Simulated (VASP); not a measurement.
# SiBr5 (P-62m) in VASP: a series of runs

Runs on SiBr5. Level: PBE. Tasks: single point, relaxation of cell and atoms.

All numbers are computed with VASP 6.6.1; they aren't measurements. Logs are shortened: lines on timing, memory, paths and dates and some standing lists are left out, and cuts for length are marked.

## Step 1: The cell of the first run

Symmetry: P-62m, No. 189, hexagonal system. The conventional cell has a = 5.260 Å, b = 5.260 Å, c = 7.125 Å, α = 90.00°, β = 90.00°, γ = 120.00°. Within 4.0 Å of Si (site symmetry -62m) lie 12 Br at 3.04 to 3.97 Å. Within 4.0 Å of Br (site symmetry m2m) lie 10 Br at 3.03 to 3.97 Å and 2 Si at 3.97 Å. Br (site symmetry -6) has 9 Br at 3.04 to 3.97 Å and 3 Si at 3.04 Å within 4.0 Å.

The cell was generated, and may not be a known phase.

## Step 2: Single point, PBE

Input file INCAR:

```
  PREC = Accurate
  ENCUT = 520
  EDIFF = 1E-6
  ISMEAR = 0
  SIGMA = 0.1
  LREAL = False
  LASPH = True
  NELM = 100
  ALGO = Normal
  ISIF = 2
  LWAVE = False
  LCHARG = True
  GGA = PE
  LELF = True
  LVHAR = True
  NBANDS = 28
```

Input file KPOINTS:

```
regular mesh
0
Gamma
  3 3 4
```

Input file POSCAR:

```
SiBr5
1.0
    5.2598059318      0.0000000000      0.0000000000
   -2.6299029659      4.5551255559      0.0000000000
    0.0000000000      0.0000000000      7.1252191538
Si Br
1 5
Direct
    0.0000000000      0.0000000000      0.5000000000
    0.0000000000      0.6671439642      0.0000000000
    0.6671439642      0.0000000000      0.0000000000
    0.3328560358      0.3328560358      0.0000000000
    0.6666666667      0.3333333333      0.5000000000
    0.3333333333      0.6666666667      0.5000000000
```

Potentials or basis: VASP PAW PBE potentials, release 64 (Si, Br).

Launch:

```console
$ cat potpaw_PBE.64/Si/POTCAR potpaw_PBE.64/Br/POTCAR > POTCAR
$ mpirun -np 1 vasp_std > vasp.out
```

OUTCAR:

```text
PREC = Accurate
   ENCUT = 520
   EDIFF = 1E-6
   ISMEAR = 0
   LREAL = False
   LASPH = True
   NELM = 100
   ISIF = 2
   GGA = PE

 ion  position               nearest neighbor table
   1  0.000  0.000  0.500-
   2  0.000  0.667  0.000-
   3  0.667  0.000  0.000-
   4  0.333  0.333  0.000-
   5  0.667  0.333  0.500-
   6  0.333  0.667  0.500-

  LATTYP: Found a hexagonal cell.
 ALAT       =     5.2598059318
 C/A-ratio  =     1.3546543820

  Lattice vectors:

 A1 = (   5.2598059318,   0.0000000000,   0.0000000000)
 A2 = (  -2.6299029659,   4.5551255559,   0.0000000000)
 A3 = (   0.0000000000,   0.0000000000,   7.1252191538)

Analysis of symmetry for initial positions (statically):
=====================================================================
 Subroutine PRICEL returns:
 Original cell was already a primitive cell.

 Routine SETGRP: Setting up the symmetry group for a
 hexagonal supercell.

 Subroutine GETGRP returns: Found 12 space group operations
 (whereof 12 operations were pure point group operations)
 out of a pool of 24 trial point group operations.

The static configuration has the point symmetry D_3h.

Analysis of symmetry for dynamics (positions and initial velocities):
=====================================================================
 Subroutine PRICEL returns:
 Original cell was already a primitive cell.

 Routine SETGRP: Setting up the symmetry group for a
 hexagonal supercell.

 Subroutine GETGRP returns: Found 12 space group operations
 (whereof 12 operations were pure point group operations)
 out of a pool of 24 trial point group operations.

The dynamic configuration has the point symmetry D_3h.

 Subroutine INISYM returns: Found 12 space group operations
 (whereof 12 operations are pure point group operations),
 and found     1 'primitive' translations

----------------------------------------------------------------------------------------

                                     Primitive cell

  volume of cell :     170.7137

  direct lattice vectors                    reciprocal lattice vectors
     5.259805932  0.000000000  0.000000000     0.190121083  0.109766458  0.000000000
    -2.629902966  4.555125556  0.000000000     0.000000000  0.219532917  0.000000000
     0.000000000  0.000000000  7.125219154     0.000000000  0.000000000  0.140346560

  length of vectors
     5.259805932  5.259805932  7.125219154     0.219532917  0.219532917  0.140346560

  position of ions in fractional coordinates (direct lattice)
     0.000000000  0.000000000  0.500000000
     0.000000000  0.667143964  0.000000000
     0.667143964  0.000000000  0.000000000
     0.332856036  0.332856036  0.000000000
     0.666666667  0.333333333  0.500000000
     0.333333333  0.666666667  0.500000000

  ion indices of the primitive-cell ions
   primitive index   ion index
                 1           1
                 2           2
                 3           3
                 4           4
                 5           5
                 6           6

----------------------------------------------------------------------------------------

 KPOINTS: regular mesh

Automatic generation of k-mesh.
 Grid dimensions read from file:
 generate k-points for:    3    3    4

 Generating k-lattice:

  Cartesian coordinates                     Fractional coordinates (reciprocal lattice)
     0.063373694  0.036588819  0.000000000     0.333333333  0.000000000  0.000000000
     0.000000000  0.073177639  0.000000000     0.000000000  0.333333333  0.000000000
     0.000000000  0.000000000  0.035086640     0.000000000  0.000000000  0.250000000

  Length of vectors
     0.073177639  0.073177639  0.035086640

  Shift w.r.t. Gamma in fractional coordinates (k-lattice)
     0.000000000  0.000000000  0.000000000

 Subroutine IBZKPT returns following result:
 ===========================================

 Found      9 irreducible k-points:

 Following reciprocal coordinates:
            Coordinates               Weight
  0.000000  0.000000  0.000000      1.000000
  0.333333  0.000000  0.000000      6.000000
  0.333333  0.333333  0.000000      2.000000
  0.000000  0.000000  0.250000      2.000000
  0.333333  0.000000  0.250000     12.000000
  0.333333  0.333333  0.250000      4.000000
  0.000000  0.000000  0.500000      1.000000
  0.333333  0.000000  0.500000      6.000000
  0.333333  0.333333  0.500000      2.000000
   k-points           NKPTS =      9   k-points in BZ     NKDIM =      9   number of bands    NBANDS=     28
   number of dos      NEDOS =    301   number of ions     NIONS =      6
   total plane-waves  NPLWV =  86400
   dimension x,y,z NGX =    40 NGY =   40 NGZ =   54
   dimension x,y,z NGXF=    80 NGYF=   80 NGZF=  108
   ions per type =               1   5
   NGX,Y,Z   is equivalent  to a cutoff of  12.64, 12.64, 12.60 a.u.
   NGXF,Y,Z  is equivalent  to a cutoff of  25.29, 25.29, 25.20 a.u.
 SYSTEM =  unknown system
   PREC   = accura    normal or accurate (medium, high low for compatibility)
   ISTART =      0    job   : 0-new  1-cont  2-samecut
   ICHARG =      2    charge: 1-file 2-atom 10-const
   ISPIN  =      1    spin polarized calculation?
   LNONCOLLINEAR =      F non collinear calculations
   LSORBIT =      F    spin-orbit coupling
   LASPH  =      T    aspherical Exc in radial PAW
   ENCUT  =  520.0 eV  38.22 Ry    6.18 a.u.   9.78  9.78 13.25*2*pi/ulx,y,z
   NELM   =    100;   NELMIN=  2; NELMDL= -5     # of ELM steps
   EDIFF  = 0.1E-05   stopping-criterion for ELM
   LREAL  =      F    real-space projection
   EDIFFG = 0.1E-04   stopping-criterion for IOM
   NSW    =      0    number of steps for IOM
   IBRION =     -1    ionic relax: 0-MD 1-quasi-New 2-CG
   NFREE  =      0    steps in history (QN), initial steepest desc. (CG)
   ISIF   =      2    stress and relaxation
   ISYM   =      2    0-nonsym 1-usesym 2-fastsym
   POTIM  = 0.5000    time-step for ionic-motion
   TEBEG  =    0.0;   TEEND  =   0.0 temperature during run
   PSTRESS=    0.0 pullay stress
   NELECT =      39.0000    total number of electrons
   NUPDOWN=      -1.0000    fix difference up-down
   EMIN   =  10.00;   EMAX   =-10.00  energy-range for DOS
   EFERMI =   0.00;   METHOD = LEGACY
   ISMEAR =     0;   SIGMA  =   0.10  broadening in eV -4-tet -1-fermi 0-gaus
   EFERMI_NEDOS =   21; number of points for ismear=-14 and -15
   IALGO  =     38    algorithm
   IMIX   =      4    mixing-type and parameters
     AMIX     =   0.40;   BMIX     =  1.00
     AMIX_MAG =   1.60;   BMIX_MAG =  1.00
  volume/ion in A,a.u.               =      28.45       192.01
  Fermi-wavevector in a.u.,A,eV,Ry     =   1.000784  1.891207 13.627163  1.001568
  Thomas-Fermi vector in A             =   2.133163
   LORBIT       =      0    0 simple, 1 ext, 2 COOP (PROOUT), +10 PAW based schemes
   GGA     = PE    functional components
   LHFCALC =     F    Hartree Fock is set to
   AEXX    =    0.0000 exact exchange contribution
   IVDW    =     0    specifies the selected vdW correction
   LEPSILON=     F    determine dielectric tensor
   LRPA    =     F    only Hartree local field effects (RPA)
 non-spin polarized calculation
 Gauss-broadening in eV      SIGMA  =   0.10
  energy-cutoff  :      520.00
  volume of cell :      170.71
 maximum number of plane-waves:      4616
 NGX is ok and might be reduce to    40
   NGX = 19   NGY = 19   NGZ = 27

 number of electron      38.9999994 magnetization

 Free energy of the ion-electron system (eV)
  ---------------------------------------------------
  ext. energy  EPLUGINS =         0.00000000
  ---------------------------------------------------
  free energy    TOTEN  =       -11.27887965 eV

  energy without entropy =      -11.24133680  energy(sigma->0) =      -11.26010822

 E-fermi :   1.8969     XC(G=0):  -8.6951

 val. band max:        1.8931782063   @ k =   0.3333   0.3333   0.2500
 cond. band min:       1.9203523694   @ k =   0.3333   0.3333   0.0000
 fundamental gap:      0.0271741631
 Fermi energy:         1.8968871697

 k-point     1 :       0.0000    0.0000    0.0000
  band No.  band energies     occupation
      1     -13.9900      2.00000
      2     -13.2987      2.00000
      3     -11.7888      2.00000
      4     -11.7888      2.00000
      5     -11.6074      2.00000
      6      -4.4688      2.00000
[... 20 lines left out ...]
     27       8.7719      0.00000
     28      10.7080      0.00000

 k-point     2 :       0.3333    0.0000    0.0000
  band No.  band energies     occupation
      1     -13.4993      2.00000
      2     -12.9656      2.00000
      3     -12.3667      2.00000
      4     -12.0457      2.00000
      5     -11.9830      2.00000
      6      -5.3401      2.00000
[... 20 lines left out ...]
     27       9.7403      0.00000
     28      10.2763      0.00000

 k-point     3 :       0.3333    0.3333    0.0000
  band No.  band energies     occupation
      1     -12.7185      2.00000
      2     -12.7185      2.00000
      3     -12.6972      2.00000
      4     -12.4683      2.00000
      5     -12.4683      2.00000
      6      -5.8829      2.00000
[... 20 lines left out ...]
     27       9.4860      0.00000
     28       9.4936      0.00000

 k-point     4 :       0.0000    0.0000    0.2500
  band No.  band energies     occupation
      1     -13.9781      2.00000
      2     -13.3148      2.00000
      3     -11.7886      2.00000
      4     -11.7886      2.00000
      5     -11.6072      2.00000
      6      -4.4884      2.00000
[... 20 lines left out ...]
     27       9.1019      0.00000
     28      10.1600      0.00000

 k-point     5 :       0.3333    0.0000    0.2500
  band No.  band energies     occupation
      1     -13.4869      2.00000
      2     -12.9802      2.00000
      3     -12.3626      2.00000
      4     -12.0395      2.00000
      5     -11.9949      2.00000
      6      -5.3556      2.00000
[... 20 lines left out ...]
     27       9.5459      0.00000
     28       9.7131      0.00000

 k-point     6 :       0.3333    0.3333    0.2500
  band No.  band energies     occupation
      1     -12.6966      2.00000
      2     -12.6963      2.00000
      3     -12.6963      2.00000
      4     -12.4928      2.00000
      5     -12.4928      2.00000
      6      -5.9007      2.00000
[... 20 lines left out ...]
     27       9.2486      0.00000
     28       9.8490      0.00000

 k-point     7 :       0.0000    0.0000    0.5000
  band No.  band energies     occupation
      1     -13.9656      2.00000
      2     -13.3315      2.00000
      3     -11.7884      2.00000
      4     -11.7884      2.00000
      5     -11.6070      2.00000
      6      -4.5054      2.00000
[... 20 lines left out ...]
     27       9.7908      0.00000
     28      10.2980      0.00000

 k-point     8 :       0.3333    0.0000    0.5000
  band No.  band energies     occupation
      1     -13.4738      2.00000
      2     -12.9956      2.00000
      3     -12.3584      2.00000
      4     -12.0239      2.00000
      5     -12.0163      2.00000
      6      -5.3707      2.00000
[... 20 lines left out ...]
     27       9.3628      0.00000
     28       9.6774      0.00000

 k-point     9 :       0.3333    0.3333    0.5000
  band No.  band energies     occupation
      1     -12.6959      2.00000
      2     -12.6668      2.00000
      3     -12.6668      2.00000
      4     -12.5245      2.00000
      5     -12.5245      2.00000
      6      -5.9182      2.00000
[... 20 lines left out ...]
     27       9.4542      0.00000
     28       9.4548      0.00000

------------------------ aborting loop because EDIFF is reached ----------------------------------------

  FORCE on cell =-STRESS in cart. coord.  units (eV):
  Direction    XX          YY          ZZ          XY          YZ          ZX
  --------------------------------------------------------------------------------------
  -------------------------------------------------------------------------------------
  Total        0.0623031      0.0623031      0.2192373      0.0000000      0.0000000      0.0000000
  in kB        0.5847254      0.5847254      2.0575802      0.0000000      0.0000000      0.0000000
  external PRESSURE =       1.0756770 kB  Pullay stress =       0.0000000 kB

 VOLUME and BASIS-vectors are now :
 -----------------------------------------------------------------------------
  energy-cutoff  :      520.00
  volume of cell :      170.71
      direct lattice vectors                 reciprocal lattice vectors
     5.259805932  0.000000000  0.000000000     0.190121083  0.109766458  0.000000000
    -2.629902966  4.555125556  0.000000000     0.000000000  0.219532917  0.000000000
     0.000000000  0.000000000  7.125219154     0.000000000  0.000000000  0.140346560

 POSITION                                       TOTAL-FORCE (eV/Angst)
 -----------------------------------------------------------------------------------
      0.00000      0.00000      3.56261        -0.000000      0.000000      0.000000
     -1.75452      3.03892      0.00000        -0.001970      0.003411      0.000000
      3.50905      0.00000      0.00000         0.003939      0.000000     -0.000000
      0.87538      1.51620      0.00000        -0.001970     -0.003411      0.000000
      2.62990      1.51838      3.56261         0.000000      0.000000      0.000000
     -0.00000      3.03675      3.56261        -0.000000      0.000000      0.000000
 -----------------------------------------------------------------------------------
    total drift:                               -0.000000     -0.000000     -0.000000

  FREE ENERGIE OF THE ION-ELECTRON SYSTEM (eV)
  ---------------------------------------------------
  free  energy   TOTEN  =       -11.2788796470 eV

  energy  without entropy=      -11.2413367990  energy(sigma->0) =      -11.26010822
```

Run time: 91 s. Hardware: 1 thread of Oxide Virtual Turin-like, shared host; peak memory 0.24 GiB.

Results:

| Property | Result |
| --- | --- |
| Free energy | -11.2789 eV |
| Pressure | 0.1 GPa |
| Largest force | 0.004 eV/Å |
| Band gap on the k mesh | zero (an odd number of electrons rules out a gap without spin polarisation) |

Forces in eV/Å, atoms in the order of the input:
```
Si   0.000  0.000  0.000
Br  -0.002  0.003  0.000
Br   0.004  0.000  0.000
Br  -0.002 -0.003  0.000
Br   0.000  0.000  0.000
Br   0.000  0.000  0.000
```

Caveat: the k points lie up to 0.46 Å⁻¹ apart, too coarse for converged energies and pressures of a metal; this functional lacks dispersion, which binds layers or chains, so the pressure and a relaxed spacing across them are unreliable; an odd number of electrons without spin polarisation forces a metal; a magnetic or distorted state may lie lower.

(Part 1 of 2 ends here.)

The gap in the log of VASP goes by the Fermi energy; the results here count the filled bands.